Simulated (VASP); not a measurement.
Here is a VASP 6.6.1 calculation.

Contents of INCAR:

```
  PREC = Accurate
  ENCUT = 520
  EDIFF = 1E-7
  ISMEAR = -1
  SIGMA = 0.05
  LREAL = False
  LASPH = True
  NELM = 60
  ALGO = Normal
  ISIF = 2
  LWAVE = False
  LCHARG = False
  GGA = PE
  NBANDS = 28
```

KPOINTS

```
Automatic mesh
0
Gamma
  8 8 8
```

The input POSCAR:

```
BaTiO3
1.0
    4.0858944633      0.0000000000      0.0000000000
    0.0000000000      4.0858944633      0.0000000000
    0.0000000000      0.0000000000      4.0858944633
Ba Ti O
1 1 3
Direct
    0.5000000000      0.5000000000      0.5000000000
    0.0000000000      0.0000000000      0.0000000000
    0.5000000000      0.0000000000      0.0000000000
    0.0000000000      0.5000000000      0.0000000000
    0.0000000000      0.0000000000      0.5000000000
```

Potentials or basis: VASP PAW PBE potentials, release 64 (Ba_sv, Ti_sv, O).

The run is started by

```sh
$ cat potpaw_PBE.64/Ba_sv/POTCAR potpaw_PBE.64/Ti_sv/POTCAR potpaw_PBE.64/O/POTCAR > POTCAR
$ mpirun -np 1 vasp_std > vasp.out
```

(1) Predict the pressure.

(2) Estimate the band gap on the k mesh.

Results:

(1) -5.8 GPa.

(2) 1.62 eV, indirect (least direct gap 1.82 eV).

Caveat: spin-orbit coupling is left out, which moves the levels of the heavy elements.
